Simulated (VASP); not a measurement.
Wanted: the native input for a VASP 6.6.1 run.

```
Task                   : relaxation of cell and atoms
Functional             : RPBE
Dispersion             : D3(BJ)
Potentials or basis    : VASP PAW PBE potentials, release 64 (Hf_pv, B)
Cutoff                 : 500 eV
k mesh                 : 8 × 8 × 6
Occupations            : fermi-dirac, width 0.02 eV
Spin                   : no spin polarisation
Target pressure        : 20 GPa
Dipole correction      : no
Further INCAR settings : ALGO = Normal; EDIFF = 1e-07; IBRION = 2; EDIFFG = -0.001; NSW = 80; ISIF = 3
```

The structure of HfB2 lies in POSCAR:

```
HfB2
1.0
    3.1400000000      0.0000000000      0.0000000000
   -1.5700000000      2.7193197679      0.0000000000
    0.0000000000      0.0000000000      3.4800000000
Hf B
1 2
Direct
    0.0000000000      0.0000000000      0.0000000000
    0.3333330000      0.6666670000      0.5000000000
    0.6666670000      0.3333330000      0.5000000000
```

These files were run (other wordings do the same):

INCAR

```
SYSTEM = HfB2
PREC = Accurate
ENCUT = 500
EDIFF = 1E-7
ISMEAR = -1
SIGMA = 0.02
LREAL = .False.
LASPH = .True.
NELM = 120
ALGO = Normal
ISIF = 3
LWAVE = .False.
LCHARG = .False.
GGA = RP
IVDW = 12
IBRION = 2
NSW = 80
EDIFFG = -0.001
PSTRESS = 200.0
GGA_COMPAT = .False.
NELMIN = 4
```

KPOINTS

```
Automatic mesh
0
Gamma
  8 8 6
  0 0 0
```

Potentials or basis: VASP PAW PBE potentials, release 64 (Hf_pv, B).

Launch:

```bash
$ cat potpaw_PBE.64/Hf_pv/POTCAR potpaw_PBE.64/B/POTCAR > POTCAR
$ mpirun -np 1 vasp_std > vasp.out
```

It gave:

* Relaxed volume: 8.38 Å³/atom
* Relaxed cell: a = 2.986 Å, b = 2.986 Å, c = 3.256 Å, α = 90.00°, β = 90.00°, γ = 120.00°
* Space group after relaxing (to 0.1 Å): P6/mmm (No. 191)
* Energy change on relaxing (the run minimises the enthalpy): -74.2 meV/atom
* Ionic steps: 12
* Pressure after relaxing: 20.0 GPa
* Band gap on the k mesh: zero (bands 8 and 9 overlap by 0.59 eV)
* Dispersion energy per atom: -2.446 eV

Caveat: the cell is relaxed towards a set pressure, so the run minimises the enthalpy, not the energy; the volume moved by over 15 % at a fixed basis, so the end points are rough; the PAW data sets were made with another functional, which shifts forces and pressure a little; spin-orbit coupling is left out, which moves the levels of the heavy elements.

It took 120 s on 1 thread of Intel Xeon 8259CL, with other jobs on the host, peak memory 0.17 GiB.
